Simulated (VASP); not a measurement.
# GaSb (F-43m) in VASP: further runs, part 2 of 2

VASP 6.6.1. The steps go on from the part before.

## 3. Relaxation of cell and atoms, r2SCAN, target pressure 1 GPa, at which the enthalpy is minimised

The input, POSCAR:

```
GaSb
1.0
    0.0000000000      3.0664961745      3.0664961745
    3.0664961745      0.0000000000      3.0664961745
    3.0664961745      3.0664961745      0.0000000000
Ga Sb
1 1
Direct
    0.0000000000      0.0000000000      0.0000000000
    0.7500000000      0.7500000000      0.7500000000
```

The input, INCAR.step1:

```
PREC = Accurate
ENCUT = 600
ISMEAR = 0
SIGMA = 0.01
LREAL = F
LASPH = T
NELM = 100
GGA = PE
ALGO = Normal
EDIFF = 1E-4
LWAVE = T
LCHARG = F
```

The input, INCAR.step2:

```
PREC = Accurate
ENCUT = 600
EDIFF = 1E-7
ISMEAR = 0
SIGMA = 0.01
LREAL = F
LASPH = T
NELM = 100
ALGO = Normal
ISIF = 3
LWAVE = F
LCHARG = F
METAGGA = R2SCAN
LMIXTAU = T
IBRION = 2
NSW = 100
EDIFFG = -0.002
PSTRESS = 10.0
ISTART = 1
```

The input, KPOINTS:

```
regular mesh
0
Gamma
  8 8 8
```

Potentials or basis: VASP PAW PBE potentials, release 64 (Ga_d, Sb).

The run is started by

```console
$ cat potpaw_PBE.64/Ga_d/POTCAR potpaw_PBE.64/Sb/POTCAR > POTCAR
$ cp INCAR.step1 INCAR
$ mpirun -np 1 vasp_std > vasp.out
$ cp INCAR.step2 INCAR
$ mpirun -np 1 vasp_std > vasp.out
```

Run time: 4.4 min. Hardware: 1 thread of Intel Xeon Platinum 8124M at 3.00GHz (Skylake/Cascade Lake), shared host; peak memory 0.24 GiB.

It converged, with:

```yaml
Free_energy: -37.5986 eV
Relaxed_volume: 28.35 Å³/atom
Relaxed_cell: a = 4.312 Å, b = 4.312 Å, c = 4.312 Å, α = 60.00°, β = 60.00°, γ = 60.00°
Space_group_after_relaxing_to_0.1_Å: F-43m (No. 216)
Energy_change_on_relaxing_the_run_minimises_the_enthalpy: +1.5 meV/atom
Ionic_steps: 4
Pressure_after_relaxing: 1.0 GPa
Band_gap_on_the_k_mesh: 0.52 eV
```

The path:
| step | energy change (eV) | largest force (eV/Å) | pressure (GPa) | volume (Å³) |
| --- | --- | --- | --- | --- |
| 1 | 0.0000 | 0.0000 | 0.03 | 57.67 |
| 2 | 0.0065 | 0.0000 | 1.49 | 56.22 |
| 3 | 0.0031 | 0.0000 | 1.03 | 56.66 |
| 4 | 0.0030 | 0.0000 | 1.00 | 56.69 |

Final structure:
```cif
data_structure
_symmetry_space_group_name_H-M 'P 1'
_symmetry_Int_Tables_number 1
_cell_length_a 4.3120
_cell_length_b 4.3120
_cell_length_c 4.3120
_cell_angle_alpha 60.000
_cell_angle_beta 60.000
_cell_angle_gamma 60.000
_cell_volume 56.69
loop_
_atom_site_label
_atom_site_type_symbol
_atom_site_fract_x
_atom_site_fract_y
_atom_site_fract_z
_atom_site_occupancy
Ga1 Ga 0.00000 0.00000 0.00000 1
Sb1 Sb 0.75000 0.75000 0.75000 1
```

Levels at points of the mesh, in eV from the valence-band top:
```tsv
k point	band 5	band 6	band 7	band 8	band 9	band 10	band 11	band 12	band 13
(0.00, 0.00, 0.00)	-15.46	-12.00	0.00	0.00	0.00	0.52	2.98	2.98	2.98
(0.50, 0.00, 0.00)	-15.46	-10.26	-6.63	-1.23	-1.23	0.71	4.01	4.01	6.92
(0.50, 0.50, 0.00)	-15.46	-9.35	-7.10	-2.73	-2.73	1.11	1.46	9.33	9.33
```

Caveat: the cell is relaxed towards a set pressure, so the run minimises the enthalpy, not the energy; semilocal functionals underestimate gaps, and a narrow one can read as zero; the PAW data sets were made with another functional, which shifts forces and pressure a little; spin-orbit coupling is left out, which moves the levels of the heavy elements. A k mesh can miss the band edges.

## 4. Relaxation of cell and atoms, r2SCAN, target pressure 2 GPa, at which the enthalpy is minimised

POSCAR is that of step 3.

The input, INCAR.step1:

```
SYSTEM = GaSb
PREC = Accurate
ENCUT = 600
ISMEAR = 0
SIGMA = 0.01
LREAL = .False.
LASPH = .True.
NELM = 80
GGA = PE
ALGO = Normal
EDIFF = 1E-4
LWAVE = .True.
LCHARG = .False.
```

The input, INCAR.step2:

```
SYSTEM = GaSb
PREC = Accurate
ENCUT = 600
EDIFF = 1E-6
ISMEAR = 0
SIGMA = 0.01
LREAL = .False.
LASPH = .True.
NELM = 80
ALGO = Normal
ISIF = 3
LWAVE = .False.
LCHARG = .False.
METAGGA = R2SCAN
LMIXTAU = .True.
IBRION = 2
NSW = 100
EDIFFG = -0.002
PSTRESS = 20.0
ISTART = 1
```

The input, KPOINTS:

```
regular mesh
0
Gamma
  8 8 8
  0 0 0
```

Potentials or basis: VASP PAW PBE potentials, release 64 (Ga_d, Sb).

The run is started by

```console
$ cat potpaw_PBE.64/Ga_d/POTCAR potpaw_PBE.64/Sb/POTCAR > POTCAR
$ cp INCAR.step1 INCAR
$ mpirun -np 1 vasp_std > vasp.out
$ cp INCAR.step2 INCAR
$ mpirun -np 1 vasp_std > vasp.out
```

OUTCAR:

```text
SYSTEM = GaSb
   PREC = Accurate
   ENCUT = 600
   EDIFF = 1E-6
   ISMEAR = 0
   LREAL = .False.
   LASPH = .True.
   NELM = 80
   ISIF = 3
   METAGGA = R2SCAN
   IBRION = 2
   NSW = 100
   EDIFFG = -0.002
   PSTRESS = 20.0
   ISTART = 1

 ion  position               nearest neighbor table
   1  0.000  0.000  0.000-   2 2.66   2 2.66   2 2.66   2 2.66
   2  0.750  0.750  0.750-   1 2.66   1 2.66   1 2.66   1 2.66

  LATTYP: Found a face centered cubic cell.
 ALAT       =     6.1329923490

  Lattice vectors:

 A1 = (   0.0000000000,   3.0664961745,   3.0664961745)
 A2 = (   3.0664961745,   0.0000000000,   3.0664961745)
 A3 = (   3.0664961745,   3.0664961745,   0.0000000000)

Analysis of symmetry for initial positions (statically):
=====================================================================
 Subroutine PRICEL returns:
 Original cell was already a primitive cell.
[... 384 lines left out ...]
      3     -10.5917      2.00000
      4     -10.5303      2.00000
      5     -10.5303      2.00000
      6      -7.1637      2.00000
      7       4.9621      2.00000
      8       4.9621      2.00000
      9       4.9621      2.00000
     10       5.6131      0.00000
     11       7.9311      0.00000
     12       7.9312      0.00000
     13       7.9312      0.00000
[... 354 lines left out ...]
  band No.  band energies     occupation
      1     -10.6312      2.00000
      2     -10.5749      2.00000
      3     -10.5715      2.00000
      4     -10.5341      2.00000
      5     -10.5301      2.00000
      6      -4.9797      2.00000
      7      -1.7114      2.00000
      8       1.6607      2.00000
      9       2.9067      2.00000
     10       7.6174      0.00000
     11       8.6682      0.00000
     12      10.7837      0.00000
     13      11.9326      0.00000

 [... further k-points ...]

------------------------ aborting loop because EDIFF is reached ----------------------------------------

  FORCE on cell =-STRESS in cart. coord.  units (eV):
  Direction    XX          YY          ZZ          XY          YZ          ZX
  --------------------------------------------------------------------------------------
  -------------------------------------------------------------------------------------
  Total        0.6945258      0.6945258      0.6945258      0.0000000      0.0000000      0.0000000
  in kB       19.9543625     19.9543625     19.9543625      0.0000000      0.0000000      0.0000000
  external PRESSURE =      -0.0456375 kB  Pullay stress =      20.0000000 kB
[... 21 lines left out ...]
  energy  without entropy=      -37.5900567975  energy(sigma->0) =      -37.59005680

  enthalpy is  TOTEN    =       -36.8939425051 eV   P V=        0.6961142924

 reached required accuracy - stopping structural energy minimisation
```

OUTCAR.step1:

```text
SYSTEM = GaSb
   PREC = Accurate
   ENCUT = 600
   ISMEAR = 0
   LREAL = .False.
   LASPH = .True.
[... 605 lines left out ...]
      0.00000      0.00000      0.00000        -0.000000     -0.000000     -0.000000
      4.59974      4.59974      4.59974         0.000000      0.000000      0.000000
 -----------------------------------------------------------------------------------
    total drift:                               -0.000001     -0.000001     -0.000001

  FREE ENERGIE OF THE ION-ELECTRON SYSTEM (eV)
  ---------------------------------------------------
  free  energy   TOTEN  =        -7.3514355147 eV

  energy  without entropy=       -7.3514052137  energy(sigma->0) =       -7.35142036
```

OSZICAR.step1:

```text
N       E                     dE             d eps       ncg     rms          rms(c)
DAV:   1     0.872531620351E+02    0.87253E+02   -0.94961E+03   762   0.188E+03
DAV:   2    -0.775687608257E-01   -0.87331E+02   -0.84768E+02   839   0.358E+02
DAV:   3    -0.726643231139E+01   -0.71889E+01   -0.71067E+01   944   0.813E+01
DAV:   4    -0.740177026375E+01   -0.13534E+00   -0.13526E+00   855   0.123E+01
DAV:   5    -0.740529519749E+01   -0.35249E-02   -0.35249E-02   938   0.178E+00    0.317E+00
DAV:   6    -0.736259327398E+01    0.42702E-01   -0.73753E-02  1073   0.482E+00    0.189E+00
DAV:   7    -0.734993633207E+01    0.12657E-01   -0.41911E-02   864   0.189E+00    0.350E-01
DAV:   8    -0.735091486741E+01   -0.97854E-03   -0.46051E-03   930   0.923E-01    0.735E-02
DAV:   9    -0.735138807549E+01   -0.47321E-03   -0.71890E-04   850   0.220E-01    0.319E-02
DAV:  10    -0.735143551470E+01   -0.47439E-04   -0.57158E-05   652   0.653E-02
   1 F= -.73514355E+01 E0= -.73514204E+01  d E =-.303010E-04
```

Run time: 7.4 min. Hardware: 1 thread of Intel Xeon Platinum 8124M at 3.00GHz (Skylake/Cascade Lake), shared host; peak memory 0.24 GiB.

What came out:

```
Free energy                                                : -37.5901 eV
Relaxed volume                                             : 27.88 Å³/atom
Relaxed cell                                               : a = 4.288 Å, b = 4.288 Å, c = 4.288 Å, α = 60.00°, β = 60.00°, γ = 60.00°
Space group after relaxing (to 0.1 Å)                      : F-43m (No. 216)
Energy change on relaxing (the run minimises the enthalpy) : +5.7 meV/atom
Ionic steps                                                : 16
Pressure after relaxing                                    : 2.0 GPa
Band gap on the k mesh                                     : 0.65 eV
```

Step by step:
```csv
step,energy change (eV),largest force (eV/Å),pressure (GPa),volume (Å³)
1,0.0000,0.0000,0.02,57.67
2,0.0279,0.0000,3.19,54.74
3,0.0117,0.0000,2.03,55.74
4,0.0113,0.0000,1.96,55.78
5,0.0113,0.0000,1.98,55.78
6,0.0113,0.0000,1.98,55.78
7,0.0113,0.0000,1.98,55.78
8,0.0113,0.0000,1.98,55.78
9,0.0113,0.0000,1.98,55.78
10,0.0113,0.0000,1.98,55.78
11,0.0113,0.0000,1.98,55.78
12,0.0113,0.0000,1.98,55.78
13,0.0114,0.0000,1.98,55.77
14,0.0114,0.0000,1.97,55.77
15,0.0116,0.0000,2.07,55.76
16,0.0115,0.0000,2.00,55.76
```

Final structure:
```yaml
crystal:
  lattice:
    - [0.00000, 3.03233, 3.03233]
    - [3.03233, 0.00000, 3.03233]
    - [3.03233, 3.03233, 0.00000]
  atoms:
    - { symbol: Ga, position: [0.00000, 0.00000, 0.00000] }
    - { symbol: Sb, position: [0.75000, 0.75000, 0.75000] }
```

Caveat: the cell is relaxed towards a set pressure, so the run minimises the enthalpy, not the energy; semilocal functionals underestimate gaps, and a narrow one can read as zero; the PAW data sets were made with another functional, which shifts forces and pressure a little; spin-orbit coupling is left out, which moves the levels of the heavy elements. A k mesh can miss the band edges.

## 5. Summary

| task | cell | k mesh | cutoff (eV) | smearing | gap on the mesh (eV) | pressure (GPa) |
| --- | --- | --- | --- | --- | --- | --- |
| single point | as given | 14 × 14 × 14 | 520 | fermi-dirac 0.1 eV | 0.39 | 0.1 |
| relaxation of cell and atoms | relaxed to 1 GPa | 8 × 8 × 8 | 600 | gaussian 0.01 eV | 0.52 | 1.0 |
| relaxation of cell and atoms | relaxed to 2 GPa | 8 × 8 × 8 | 600 | gaussian 0.01 eV | 0.65 | 2.0 |

Alike in all rows: level r2SCAN; potentials or basis VASP PAW PBE potentials, release 64 (Ga_d, Sb); no spin polarisation.

Caveats: semilocal functionals underestimate gaps, and a narrow one can read as zero; the PAW data sets were made with another functional, which shifts forces and pressure a little; spin-orbit coupling is left out, which moves the levels of the heavy elements; the cell is relaxed towards a set pressure, so the run minimises the enthalpy, not the energy (at least some runs).

Total energies depend on the potentials used, so only differences within one code and one set of settings carry meaning.
